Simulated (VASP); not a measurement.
In2Ge2O7, 11 atoms in the cell. It takes space group C2/m (No. 12, monoclinic). The conventional cell has a = 6.654 Å, b = 8.868 Å, c = 4.960 Å, α = 90.00°, β = 102.09°, γ = 90.00°. Within 2.3 Å of O (site symmetry 2/m) lie 2 Ge at 1.74 Å. O (site symmetry m) has 1 Ge at 1.77 Å and 2 In at 2.18 Å within 2.3 Å. O (site symmetry 1) has 1 Ge at 1.77 Å and 2 In at 2.12 to 2.21 Å within 2.3 Å. Within 2.8 Å of In (site symmetry 2) lie 6 O at 2.12 to 2.21 Å. Within 2.3 Å of Ge (site symmetry m) lie 4 O at 1.74 to 1.77 Å. 

| Item | Value |
| --- | --- |
| Program | VASP 6.6.1 |
| Task | single point |
| Functional | PBEsol |
| Potentials or basis | VASP PAW PBE potentials, release 64 (O, In_d, Ge_d) |
| Cutoff | 520 eV |
| k mesh | 4 × 4 × 4 |
| Occupations | fermi-dirac, width 0.1 eV |
| Spin | no spin polarisation |
| Dipole correction | no |
| Further INCAR settings | ALGO = Fast; EDIFF = 1e-07; NBANDS = 59 |

Potentials or basis: VASP PAW PBE potentials, release 64 (O, In_d, Ge_d).

Launch:

```sh
$ cat potpaw_PBE.64/O/POTCAR potpaw_PBE.64/In_d/POTCAR potpaw_PBE.64/Ge_d/POTCAR > POTCAR
$ mpirun -np 1 vasp_std > vasp.out
```

Hardware: 1 thread of Intel(R) Xeon(R) Platinum 8559C (Emerald Rapids), with other jobs on the host.

Task: How long does it take, and how much memory?

Result: Wall time 9.9 min on 1 thread of Intel(R) Xeon(R) Platinum 8559C (Emerald Rapids) (shared host), peak memory 0.35 GiB. Counts: scf iterations 31, k points 24.
